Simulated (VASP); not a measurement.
# Re (R-3m) in VASP: single point with PBEsol

Aim: the single point of Re with PBEsol.

Everything below comes from runs of VASP 6.6.1. Logs are shortened: lines on timing, memory, paths and dates and some standing lists are left out, and cuts for length are marked.

### 1 The cell of the first run

The structure is trigonal, space group R-3m (No. 166). Conventional cell: a = 6.558 Å, b = 6.558 Å, c = 19.414 Å, α = 90.00°, β = 90.00°, γ = 120.00°. Within 3.3 Å of Re (site symmetry m) lie 6 Re at 2.49 to 2.73 Å. Re (site symmetry m) has 7 Re at 2.51 to 2.73 Å within 3.3 Å.

### 2 Single point, PBEsol

Input file INCAR:

```
SYSTEM = Re
  ALGO = Normal
  EDIFF = 1E-6
  ENCUT = 560
  GGA = PS
  GGA_COMPAT = .FALSE.
  ISIF = 2
  ISMEAR = 0
  LASPH = .TRUE.
  LCHARG = .FALSE.
  LREAL = .FALSE.
  LWAVE = .FALSE.
  NBANDS = 102
  NELM = 120
  PREC = Accurate
  SIGMA = 0.1
```

Input file KPOINTS:

```
k-points
0
G
  3 3 3
  0 0 0
```

Input file POSCAR:

```
Re
1.0
    3.2790923947      1.8931848768      6.4714647752
   -3.2790923947      1.8931848768      6.4714647752
    0.0000000000     -3.7863697535      6.4714647752
Re
12
Direct
    0.0213846893      0.6375010241      0.0213846893
    0.0213846893      0.0213846893      0.6375010241
    0.6375010241      0.0213846893      0.0213846893
    0.9786153107      0.3624989759      0.9786153107
    0.3624989759      0.9786153107      0.9786153107
    0.9786153107      0.9786153107      0.3624989759
    0.2322486559      0.6155918310      0.2322486559
    0.2322486559      0.2322486559      0.6155918310
    0.6155918310      0.2322486559      0.2322486559
    0.7677513441      0.3844081690      0.7677513441
    0.3844081690      0.7677513441      0.7677513441
    0.7677513441      0.7677513441      0.3844081690
```

Potentials or basis: VASP PAW PBE potentials, release 64 (Re_sv_GW).

Launch:

```sh
cat potpaw_PBE.64/Re_sv_GW/POTCAR > POTCAR
mpirun -np 1 vasp_std > vasp.out
```

OUTCAR:

```text
SYSTEM = Re
   EDIFF = 1E-6
   ENCUT = 560
   GGA = PS
   ISIF = 2
   ISMEAR = 0
   LASPH = .TRUE.
   LREAL = .FALSE.
   NELM = 120
   PREC = Accurate

 ion  position               nearest neighbor table
   1  0.021  0.638  0.021-   4 2.49   2 2.52   3 2.52  12 2.56  11 2.56   7 2.73
   2  0.021  0.021  0.638-   6 2.49   3 2.52   1 2.52  10 2.56  11 2.56   8 2.73
   3  0.638  0.021  0.021-   5 2.49   2 2.52   1 2.52  12 2.56  10 2.56   9 2.73
   4  0.979  0.362  0.979-   1 2.49   6 2.52   5 2.52   8 2.56   9 2.56  10 2.73
   5  0.362  0.979  0.979-   3 2.49   6 2.52   4 2.52   8 2.56   7 2.56  11 2.73
   6  0.979  0.979  0.362-   2 2.49   4 2.52   5 2.52   7 2.56   9 2.56  12 2.73
   7  0.232  0.616  0.232-   8 2.51   9 2.51  11 2.55  12 2.55   5 2.56   6 2.56   1 2.73
   8  0.232  0.232  0.616-   7 2.51   9 2.51  10 2.55  11 2.55   4 2.56   5 2.56   2 2.73
   9  0.616  0.232  0.232-   8 2.51   7 2.51  10 2.55  12 2.55   4 2.56   6 2.56   3 2.73
  10  0.768  0.384  0.768-  12 2.51  11 2.51   9 2.55   8 2.55   3 2.56   2 2.56   4 2.73
  11  0.384  0.768  0.768-  12 2.51  10 2.51   7 2.55   8 2.55   1 2.56   2 2.56   5 2.73
  12  0.768  0.768  0.384-  10 2.51  11 2.51   7 2.55   9 2.55   1 2.56   3 2.56   6 2.73

  LATTYP: Found a trigonal (rhomboedric) cell.
 ALAT       =     7.4977631496
 COS(alpha) =     0.6174626287

  Lattice vectors:

 A1 = (   3.2790923947,   1.8931848768,   6.4714647752)
 A2 = (  -3.2790923947,   1.8931848768,   6.4714647752)
 A3 = (   0.0000000000,  -3.7863697535,   6.4714647752)

Analysis of symmetry for initial positions (statically):
=====================================================================
 Subroutine PRICEL returns:
 Original cell was already a primitive cell.

 Routine SETGRP: Setting up the symmetry group for a
 trigonal (rhombohedral) supercell.

 Subroutine GETGRP returns: Found 12 space group operations
 (whereof 12 operations were pure point group operations)
 out of a pool of 12 trial point group operations.

The static configuration has the point symmetry D_3d.

Analysis of symmetry for dynamics (positions and initial velocities):
=====================================================================
 Subroutine PRICEL returns:
 Original cell was already a primitive cell.

 Routine SETGRP: Setting up the symmetry group for a
 trigonal (rhombohedral) supercell.

 Subroutine GETGRP returns: Found 12 space group operations
 (whereof 12 operations were pure point group operations)
 out of a pool of 12 trial point group operations.

The dynamic configuration has the point symmetry D_3d.

 Subroutine INISYM returns: Found 12 space group operations
 (whereof 12 operations are pure point group operations),
 and found     1 'primitive' translations

----------------------------------------------------------------------------------------

                                     Primitive cell

  volume of cell :     241.0463

  direct lattice vectors                    reciprocal lattice vectors
     3.279092395  1.893184877  6.471464775     0.152481217  0.088035072  0.051508174
    -3.279092395  1.893184877  6.471464775    -0.152481217  0.088035072  0.051508174
     0.000000000 -3.786369753  6.471464775     0.000000000 -0.176070144  0.051508174

  length of vectors
     7.497763150  7.497763150  7.497763150     0.183449687  0.183449687  0.183449687

  position of ions in fractional coordinates (direct lattice)
     0.021384689  0.637501024  0.021384689
     0.021384689  0.021384689  0.637501024
     0.637501024  0.021384689  0.021384689
     0.978615311  0.362498976  0.978615311
     0.362498976  0.978615311  0.978615311
     0.978615311  0.978615311  0.362498976
     0.232248656  0.615591831  0.232248656
     0.232248656  0.232248656  0.615591831
     0.615591831  0.232248656  0.232248656
     0.767751344  0.384408169  0.767751344
     0.384408169  0.767751344  0.767751344
     0.767751344  0.767751344  0.384408169

  ion indices of the primitive-cell ions
   primitive index   ion index
                 1           1
                 2           2
                 3           3
                 4           4
                 5           5
                 6           6
                 7           7
                 8           8
                 9           9
                10          10
                11          11
                12          12

----------------------------------------------------------------------------------------

 KPOINTS: k-points

Automatic generation of k-mesh.
 Grid dimensions read from file:
 generate k-points for:    3    3    3

 Generating k-lattice:

  Cartesian coordinates                     Fractional coordinates (reciprocal lattice)
     0.050827072  0.029345024  0.017169391     0.333333333 -0.000000000  0.000000000
    -0.050827072  0.029345024  0.017169391    -0.000000000  0.333333333  0.000000000
     0.000000000 -0.058690048  0.017169391     0.000000000  0.000000000  0.333333333

  Length of vectors
     0.061149896  0.061149896  0.061149896

  Shift w.r.t. Gamma in fractional coordinates (k-lattice)
     0.000000000  0.000000000  0.000000000

 Subroutine IBZKPT returns following result:
 ===========================================

 Found      6 irreducible k-points:

 Following reciprocal coordinates:
            Coordinates               Weight
  0.000000  0.000000  0.000000      1.000000
  0.333333 -0.000000  0.000000      6.000000
  0.333333  0.333333  0.000000      6.000000
 -0.333333  0.333333  0.000000      6.000000
  0.333333  0.333333  0.333333      2.000000
 -0.333333  0.333333  0.333333      6.000000
   k-points           NKPTS =      6   k-points in BZ     NKDIM =      6   number of bands    NBANDS=    102
   number of dos      NEDOS =    301   number of ions     NIONS =     12
   total plane-waves  NPLWV = 216000
   dimension x,y,z NGX =    60 NGY =   60 NGZ =   60
   dimension x,y,z NGXF=   120 NGYF=  120 NGZF=  120
   ions per type =              12
   NGX,Y,Z   is equivalent  to a cutoff of  13.30, 13.30, 13.30 a.u.
   NGXF,Y,Z  is equivalent  to a cutoff of  26.61, 26.61, 26.61 a.u.
 SYSTEM =  Re
   PREC   = accura    normal or accurate (medium, high low for compatibility)
   ISTART =      0    job   : 0-new  1-cont  2-samecut
   ICHARG =      2    charge: 1-file 2-atom 10-const
   ISPIN  =      1    spin polarized calculation?
   LNONCOLLINEAR =      F non collinear calculations
   LSORBIT =      F    spin-orbit coupling
   LASPH  =      T    aspherical Exc in radial PAW
   ENCUT  =  560.0 eV  41.16 Ry    6.42 a.u.  14.47 14.47 14.47*2*pi/ulx,y,z
   NELM   =    120;   NELMIN=  2; NELMDL= -5     # of ELM steps
   EDIFF  = 0.1E-05   stopping-criterion for ELM
   LREAL  =      F    real-space projection
   EDIFFG = 0.1E-04   stopping-criterion for IOM
   NSW    =      0    number of steps for IOM
   IBRION =     -1    ionic relax: 0-MD 1-quasi-New 2-CG
   NFREE  =      0    steps in history (QN), initial steepest desc. (CG)
   ISIF   =      2    stress and relaxation
   ISYM   =      2    0-nonsym 1-usesym 2-fastsym
   POTIM  = 0.5000    time-step for ionic-motion
   TEBEG  =    0.0;   TEEND  =   0.0 temperature during run
   PSTRESS=    0.0 pullay stress
   NELECT =     180.0000    total number of electrons
   NUPDOWN=      -1.0000    fix difference up-down
   EMIN   =  10.00;   EMAX   =-10.00  energy-range for DOS
   EFERMI =   0.00;   METHOD = LEGACY
   ISMEAR =     0;   SIGMA  =   0.10  broadening in eV -4-tet -1-fermi 0-gaus
   EFERMI_NEDOS =   21; number of points for ismear=-14 and -15
   IALGO  =     38    algorithm
   IMIX   =      4    mixing-type and parameters
     AMIX     =   0.40;   BMIX     =  1.00
     AMIX_MAG =   1.60;   BMIX_MAG =  1.00
  volume/ion in A,a.u.               =      20.09       135.56
  Fermi-wavevector in a.u.,A,eV,Ry     =   1.485247  2.806711 30.013909  2.205960
  Thomas-Fermi vector in A             =   2.598683
   LORBIT       =      0    0 simple, 1 ext, 2 COOP (PROOUT), +10 PAW based schemes
   GGA     = PS    functional components
   LHFCALC =     F    Hartree Fock is set to
   AEXX    =    0.0000 exact exchange contribution
   IVDW    =     0    specifies the selected vdW correction
   LEPSILON=     F    determine dielectric tensor
   LRPA    =     F    only Hartree local field effects (RPA)
 non-spin polarized calculation
 Gauss-broadening in eV      SIGMA  =   0.10
  energy-cutoff  :      560.00
  volume of cell :      241.05
 maximum number of plane-waves:      7270
 NGX is ok and might be reduce to    60
   NGX = 29   NGY = 29   NGZ = 29

 number of electron     180.0000004 magnetization

 Free energy of the ion-electron system (eV)
  ---------------------------------------------------
  ext. energy  EPLUGINS =         0.00000000
  ---------------------------------------------------
  free energy    TOTEN  =      -164.34239910 eV

  energy without entropy =     -164.27848403  energy(sigma->0) =     -164.31044156

 E-fermi :   8.2785     XC(G=0): -12.0502

 val. band max:        8.2592585443   @ k =   0.3333  -0.0000   0.0000
 cond. band min:       8.3733459462   @ k =  -0.3333   0.3333   0.0000
 fundamental gap:      0.1140874019
 Fermi energy:         8.2785179556

 k-point     1 :       0.0000    0.0000    0.0000
  band No.  band energies     occupation
      1     -71.7021      2.00000
      2     -71.5935      2.00000
      3     -71.5666      2.00000
      4     -71.5666      2.00000
      5     -71.5621      2.00000
      6     -71.5195      2.00000
[... 94 lines left out ...]
    101      10.2106      0.00000
    102      10.2106      0.00000

 k-point     2 :       0.3333   -0.0000    0.0000
  band No.  band energies     occupation
      1     -71.6775      2.00000
      2     -71.6192      2.00000
      3     -71.5913      2.00000
      4     -71.5669      2.00000
      5     -71.5602      2.00000
      6     -71.5307      2.00000
[... 514 lines left out ...]
    101      10.1505      0.00000
    102      10.5034      0.00000

------------------------ aborting loop because EDIFF is reached ----------------------------------------

  FORCE on cell =-STRESS in cart. coord.  units (eV):
  Direction    XX          YY          ZZ          XY          YZ          ZX
  --------------------------------------------------------------------------------------
  -------------------------------------------------------------------------------------
  Total       -2.7269755     -2.7269755     -2.7273629      0.0000000     -0.0000000     -0.0000000
  in kB      -18.1255545    -18.1255545    -18.1281290      0.0000000     -0.0000000     -0.0000000
  external PRESSURE =     -18.1264126 kB  Pullay stress =       0.0000000 kB

 VOLUME and BASIS-vectors are now :
 -----------------------------------------------------------------------------
  energy-cutoff  :      560.00
  volume of cell :      241.05
      direct lattice vectors                 reciprocal lattice vectors
     3.279092395  1.893184877  6.471464775     0.152481217  0.088035072  0.051508174
    -3.279092395  1.893184877  6.471464775    -0.152481217  0.088035072  0.051508174
     0.000000000 -3.786369753  6.471464775     0.000000000 -0.176070144  0.051508174

 POSITION                                       TOTAL-FORCE (eV/Angst)
 -----------------------------------------------------------------------------------
     -2.02030      1.16642      4.40235        -0.032839      0.018960      0.002414
      0.00000     -2.33284      4.40235         0.000000     -0.037920      0.002414
      2.02030      1.16642      4.40235         0.032839      0.018960      0.002414
      2.02030     -1.16642     15.01205         0.032839     -0.018960     -0.002414
     -2.02030     -1.16642     15.01205        -0.032839     -0.018960     -0.002414
      0.00000      2.33284     15.01205         0.000000      0.037920     -0.002414
     -1.25702      0.72574      6.98976        -0.017453      0.010076     -0.002692
      0.00000     -1.45148      6.98976         0.000000     -0.020153     -0.002692
      1.25702      0.72574      6.98976         0.017453      0.010076     -0.002692
      1.25702     -0.72574     12.42464         0.017453     -0.010076      0.002692
     -1.25702     -0.72574     12.42464        -0.017453     -0.010076      0.002692
      0.00000      1.45148     12.42464         0.000000      0.020153      0.002692
 -----------------------------------------------------------------------------------
    total drift:                               -0.000000     -0.000000      0.000000

  FREE ENERGIE OF THE ION-ELECTRON SYSTEM (eV)
  ---------------------------------------------------
  free  energy   TOTEN  =      -164.3423990974 eV

  energy  without entropy=     -164.2784840303  energy(sigma->0) =     -164.31044156
```

Wall time 9.1 min (1 thread of Intel Xeon Platinum 8375C at 2.90GHz (Ice Lake), shared host); peak memory 0.53 GiB.

Results:

```yaml
Free_energy: -164.3424 eV
Pressure: -1.8 GPa
Largest_force: 0.038 eV/Å
Band_gap_on_the_k_mesh: zero (bands 90 and 91 overlap by 0.21 eV)
```

Forces on the atoms (eV/Å):
```
Re  -0.033  0.019  0.002
Re   0.000 -0.038  0.002
Re   0.033  0.019  0.002
Re   0.033 -0.019 -0.002
Re  -0.033 -0.019 -0.002
Re   0.000  0.038 -0.002
Re  -0.017  0.010 -0.003
Re   0.000 -0.020 -0.003
Re   0.017  0.010 -0.003
Re   0.017 -0.010  0.003
Re  -0.017 -0.010  0.003
Re   0.000  0.020  0.003
```

Caveat: the k points lie up to 0.38 Å⁻¹ apart; the PAW data sets were made with another functional, which shifts forces and pressure a little; spin-orbit coupling is left out, which moves the levels of the heavy elements.

The gap in the log of VASP goes by the Fermi energy; the results here count the filled bands.